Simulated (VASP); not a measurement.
Crystal: NaI.

```xyz
2
Lattice="0.0000 3.2999 3.2999 3.2999 0.0000 3.2999 3.2999 3.2999 0.0000" Properties=species:S:1:pos:R:3 pbc="T T T"
I     3.2999    3.2999    3.2999
Na    0.0000    0.0000    0.0000
```

Program: VASP 6.6.1. Alike in all runs: task single point; potentials or basis VASP PAW PBE potentials, release 64 (I, Na_pv); no spin polarisation; cell as given; cutoff (eV) 520; smearing fermi-dirac 0.05 eV. Hardware: 1 thread of Intel(R) Xeon(R) 6975P-C (Granite Rapids), with other jobs on the host.

Task: Order these runs on this cell by their wall time, lowest first.
A. level PBEsol; k mesh 7 × 7 × 7
B. level PBE0; k mesh 4 × 4 × 4; grid for exact exchange (PRECFOCK) Normal
C. level r2SCAN; k mesh 7 × 7 × 7

Result: A (6.7 s), C (42 s), B (160 s).
